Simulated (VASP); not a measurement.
# MgO (Fm-3m) in VASP: further runs, part 2 of 2

VASP 6.6.1. The steps go on from the part before.

## Step 4: Single point, r2SCANh

This run uses another cell than the first one, of 9.22 Å³/atom.

Contents of POSCAR:

```
MgO
1.0
    0.0000000000      2.0970013927      2.0970013927
    2.0970013927      0.0000000000      2.0970013927
    2.0970013927      2.0970013927      0.0000000000
Mg O
1 1
Direct
    0.0000000000      0.0000000000      0.0000000000
    0.5000000000      0.5000000000      0.5000000000
```

Contents of INCAR.step1:

```
SYSTEM = MgO
PREC = Accurate
ENCUT = 520
EDIFF = 1E-5
ISMEAR = -1
SIGMA = 0.05
LREAL = .False.
LASPH = .True.
NELM = 60
ALGO = Normal
ISIF = 2
LWAVE = .True.
LCHARG = .False.
NBANDS = 11
GGA = PE
```

Contents of INCAR.step2:

```
SYSTEM = MgO
PREC = Accurate
ENCUT = 520
EDIFF = 1E-6
ISMEAR = -1
SIGMA = 0.05
LREAL = .False.
LASPH = .True.
NELM = 60
ALGO = Normal
ISIF = 2
LWAVE = .False.
LCHARG = .False.
METAGGA = R2SCAN
LHFCALC = .True.
AEXX = 0.1
LMIXTAU = .True.
PRECFOCK = Normal
NBANDS = 11
ISTART = 1
```

Contents of KPOINTS:

```
Automatic mesh
0
Gamma
  6 6 6
  0 0 0
```

Potentials or basis: VASP PAW PBE potentials, release 64 (Mg, O).

The run is started by

```bash
$ cat potpaw_PBE.64/Mg/POTCAR potpaw_PBE.64/O/POTCAR > POTCAR
$ cp INCAR.step1 INCAR
$ mpirun -np 1 vasp_std > vasp.out
$ cp INCAR.step2 INCAR
$ mpirun -np 1 vasp_std > vasp.out
```

OUTCAR:

```text
SYSTEM = MgO
   PREC = Accurate
   ENCUT = 520
   EDIFF = 1E-6
   ISMEAR = -1
   LREAL = .False.
   LASPH = .True.
   NELM = 60
   ISIF = 2
   METAGGA = R2SCAN
   LHFCALC = .True.
   AEXX = 0.1
   PRECFOCK = Normal
   ISTART = 1

 ion  position               nearest neighbor table
   1  0.000  0.000  0.000-   2 2.10   2 2.10   2 2.10   2 2.10   2 2.10   2 2.10
   2  0.500  0.500  0.500-   1 2.10   1 2.10   1 2.10   1 2.10   1 2.10   1 2.10

  LATTYP: Found a face centered cubic cell.
 ALAT       =     4.1940027854

  Lattice vectors:

 A1 = (   0.0000000000,   2.0970013927,   2.0970013927)
 A2 = (   2.0970013927,   0.0000000000,   2.0970013927)
 A3 = (   2.0970013927,   2.0970013927,   0.0000000000)

Analysis of symmetry for initial positions (statically):
=====================================================================
 Subroutine PRICEL returns:
 Original cell was already a primitive cell.

 Routine SETGRP: Setting up the symmetry group for a
 face centered cubic supercell.

 Subroutine GETGRP returns: Found 48 space group operations
 (whereof 48 operations were pure point group operations)
 out of a pool of 48 trial point group operations.

The static configuration has the point symmetry O_h .

Analysis of symmetry for dynamics (positions and initial velocities):
=====================================================================
 Subroutine PRICEL returns:
 Original cell was already a primitive cell.

 Routine SETGRP: Setting up the symmetry group for a
 face centered cubic supercell.

 Subroutine GETGRP returns: Found 48 space group operations
 (whereof 48 operations were pure point group operations)
 out of a pool of 48 trial point group operations.

The dynamic configuration has the point symmetry O_h .

 Subroutine INISYM returns: Found 48 space group operations
 (whereof 48 operations are pure point group operations),
 and found     1 'primitive' translations

----------------------------------------------------------------------------------------

                                     Primitive cell

  volume of cell :      18.4428

  direct lattice vectors                    reciprocal lattice vectors
     0.000000000  2.097001393  2.097001393    -0.238435702  0.238435702  0.238435702
     2.097001393  0.000000000  2.097001393     0.238435702 -0.238435702  0.238435702
     2.097001393  2.097001393  0.000000000     0.238435702  0.238435702 -0.238435702

  length of vectors
     2.965607810  2.965607810  2.965607810     0.412982751  0.412982751  0.412982751

  position of ions in fractional coordinates (direct lattice)
     0.000000000  0.000000000  0.000000000
     0.500000000  0.500000000  0.500000000

  ion indices of the primitive-cell ions
   primitive index   ion index
                 1           1
                 2           2

----------------------------------------------------------------------------------------

 KPOINTS: Automatic mesh

Automatic generation of k-mesh.
 Grid dimensions read from file:
 generate k-points for:    6    6    6

 Generating k-lattice:
[... 37 lines left out ...]
   total plane-waves  NPLWV =  13824
   dimension x,y,z NGX =    24 NGY =   24 NGZ =   24
   dimension x,y,z NGXF=    48 NGYF=   48 NGZF=   48
   ions per type =               1   1
   NGX,Y,Z   is equivalent  to a cutoff of  13.45, 13.45, 13.45 a.u.
   NGXF,Y,Z  is equivalent  to a cutoff of  26.91, 26.91, 26.91 a.u.
 SYSTEM =  MgO
   PREC   = accura    normal or accurate (medium, high low for compatibility)
   ISTART =      1    job   : 0-new  1-cont  2-samecut
   ICHARG =      0    charge: 1-file 2-atom 10-const
   ISPIN  =      1    spin polarized calculation?
   LNONCOLLINEAR =      F non collinear calculations
   LSORBIT =      F    spin-orbit coupling
   LASPH  =      T    aspherical Exc in radial PAW
   ENCUT  =  520.0 eV  38.22 Ry    6.18 a.u.   5.51  5.51  5.51*2*pi/ulx,y,z
   NELM   =     60;   NELMIN=  2; NELMDL=  0     # of ELM steps
   EDIFF  = 0.1E-05   stopping-criterion for ELM
   LREAL  =      F    real-space projection
   EDIFFG = 0.1E-04   stopping-criterion for IOM
   NSW    =      0    number of steps for IOM
   IBRION =     -1    ionic relax: 0-MD 1-quasi-New 2-CG
   NFREE  =      0    steps in history (QN), initial steepest desc. (CG)
   ISIF   =      2    stress and relaxation
   ISYM   =      3    0-nonsym 1-usesym 2-fastsym
   POTIM  = 0.5000    time-step for ionic-motion
   TEBEG  =    0.0;   TEEND  =   0.0 temperature during run
   PSTRESS=    0.0 pullay stress
   NELECT =       8.0000    total number of electrons
   NUPDOWN=      -1.0000    fix difference up-down
   EMIN   =  10.00;   EMAX   =-10.00  energy-range for DOS
   EFERMI =   0.00;   METHOD = LEGACY
   ISMEAR =    -1;   SIGMA  =   0.05  broadening in eV -4-tet -1-fermi 0-gaus
   EFERMI_NEDOS =   21; number of points for ismear=-14 and -15
   IALGO  =     38    algorithm
   IMIX   =      1    mixing-type and parameters
     AMIX     =   0.40;   BMIX     =  1.00
     AMIX_MAG =   1.60;   BMIX_MAG =  1.00
  volume/ion in A,a.u.               =       9.22        62.23
  Fermi-wavevector in a.u.,A,eV,Ry     =   1.239261  2.341864 20.895389  1.535768
  Thomas-Fermi vector in A             =   2.373752
   LORBIT       =      0    0 simple, 1 ext, 2 COOP (PROOUT), +10 PAW based schemes
   METAGGA = R2SCAN    functional components
   LHFCALC =     T    Hartree Fock is set to
   PRECFOCK=normal    Normal, Fast or Accurate (Low or Medium for compatibility)
   ENCUT4O =  -1.0   cutoff for four orbital integrals eV
   NKREDX  =     1    reduce k-point grid by
   NKREDY  =     1    reduce k-point grid by
   NKREDZ  =     1    reduce k-point grid by
   AEXX    =    0.1000 exact exchange contribution
   HFSCREEN=    0.0000 screening length (either q_TF or 0.3 A-1)
   HFSCREENC=   0.0000 screening length for correlation (either q_TF or 0.3 A-1)
   ENCUTFOCK=  -1.0 apply spherical cutoff to Coloumb kernel
   IVDW    =     0    specifies the selected vdW correction
   LEPSILON=     F    determine dielectric tensor
   LRPA    =     F    only Hartree local field effects (RPA)
 non-spin polarized calculation
  energy-cutoff  :      520.00
  volume of cell :       18.44
 maximum number of plane-waves:       531
 NGX is ok and might be reduce to    24
  NGX = 18; NGY = 18; NGZ = 18

 number of electron       8.0000004 magnetization

 Free energy of the ion-electron system (eV)
  ---------------------------------------------------
  ext. energy  EPLUGINS =         0.00000000
  ---------------------------------------------------
  free energy    TOTEN  =       -16.89225842 eV

  energy without entropy =      -16.89225842  energy(sigma->0) =      -16.89225842

 E-fermi :   3.3343     XC(G=0): -10.6325

 val. band max:        2.2673787224   @ k =   0.0000   0.0000   0.0000
 cond. band min:       8.8738790739   @ k =   0.0000   0.0000   0.0000
 fundamental gap:      6.6065003515
 Fermi energy:         3.3342902404

 k-point     1 :       0.0000    0.0000    0.0000
  band No.  band energies     occupation
      1     -16.4961      2.00000
      2       2.2674      2.00000
      3       2.2674      2.00000
      4       2.2674      2.00000
      5       8.8739      0.00000
      6      20.1344      0.00000
      7      20.1344      0.00000
      8      20.1344      0.00000
      9      24.2744      0.00000
     10      26.1458      0.00000
     11      26.1458      0.00000
[... 197 lines left out ...]
 k-point    16 :      -0.3333    0.5000    0.1667
  band No.  band energies     occupation
      1     -14.8813      2.00000
      2      -1.4618      2.00000
      3      -0.0877      2.00000
      4       0.5132      2.00000
      5      14.7684      0.00000
      6      15.9232      0.00000
      7      17.0076      0.00000
      8      21.1883      0.00000
      9      25.0906      0.00000
     10      29.5241      0.00000
     11      31.1660      0.00000

------------------------ aborting loop because EDIFF is reached ----------------------------------------

  FORCE on cell =-STRESS in cart. coord.  units (eV):
  Direction    XX          YY          ZZ          XY          YZ          ZX
  --------------------------------------------------------------------------------------
  -------------------------------------------------------------------------------------
  Total       -0.1319021     -0.1319021     -0.1319021      0.0000000     -0.0000000      0.0000000
  in kB      -11.4587206    -11.4587206    -11.4587206      0.0000000     -0.0000000      0.0000000
  external PRESSURE =     -11.4587206 kB  Pullay stress =       0.0000000 kB

 VOLUME and BASIS-vectors are now :
 -----------------------------------------------------------------------------
  energy-cutoff  :      520.00
  volume of cell :       18.44
      direct lattice vectors                 reciprocal lattice vectors
     0.000000000  2.097001393  2.097001393    -0.238435702  0.238435702  0.238435702
     2.097001393  0.000000000  2.097001393     0.238435702 -0.238435702  0.238435702
     2.097001393  2.097001393  0.000000000     0.238435702  0.238435702 -0.238435702

 POSITION                                       TOTAL-FORCE (eV/Angst)
 -----------------------------------------------------------------------------------
      0.00000      0.00000      0.00000        -0.000000      0.000000     -0.000000
      2.09700      2.09700      2.09700         0.000000     -0.000000      0.000000
 -----------------------------------------------------------------------------------
    total drift:                               -0.000000     -0.000000     -0.000000

  FREE ENERGIE OF THE ION-ELECTRON SYSTEM (eV)
  ---------------------------------------------------
  free  energy   TOTEN  =       -16.8922584229 eV

  energy  without entropy=      -16.8922584229  energy(sigma->0) =      -16.89225842
```

Wall time 15 min (1 thread of Intel Xeon 8259CL, shared host); peak memory 0.16 GiB.

Results:

```yaml
Free_energy: -16.8923 eV
Pressure: -1.1 GPa
Band_gap_on_the_k_mesh: 6.61 eV
```

Levels at points of the mesh, in eV from the valence-band top:
```
           k point  band 1  band 2  band 3  band 4  band 5  band 6  band 7  band 8
(0.00, 0.00, 0.00)  -18.76    0.00    0.00    0.00    6.61   17.87   17.87   17.87
(0.50, 0.00, 0.00)  -17.45   -4.80   -0.71   -0.71    9.78   15.01   18.53   18.53
(0.50, 0.50, 0.00)  -17.19   -4.28   -1.44   -1.44   10.93   12.12   15.49   21.66
```

Caveat: the k points lie up to 0.43 Å⁻¹ apart; the PAW data sets were made with another functional, which shifts forces and pressure a little.

## Step 5: Summary

```csv
level,potentials or basis,cell,k mesh,cutoff (eV),mended,grid for exact exchange (PRECFOCK),share of exact exchange,gap on the mesh (eV),pressure (GPa)
r2SCAN,"VASP PAW PBE potentials, release 64 (Mg_sv, O)","a = 2.905 Å, angles 60.0°, 2 atoms",11 × 11 × 11,750,yes,-,-,6.44,13.0
r2SCAN0,"VASP PAW PBE potentials, release 64 (Mg, O)","a = 2.966 Å, angles 60.0°, 2 atoms",6 × 6 × 6,520,-,Normal,0.25,7.93,-3.0
r2SCANh,"VASP PAW PBE potentials, release 64 (Mg, O)","a = 2.966 Å, angles 60.0°, 2 atoms",6 × 6 × 6,520,-,Normal,0.1,6.61,-1.1
```

Alike in all rows: task single point; no spin polarisation; smearing fermi-dirac 0.05 eV.

Caveats: some runs use coarse meshes; the PAW data sets were made with another functional, which shifts forces and pressure a little; the cell stands under pressure (at least some runs).

Absolute energies hang on the potentials; compare differences alone.
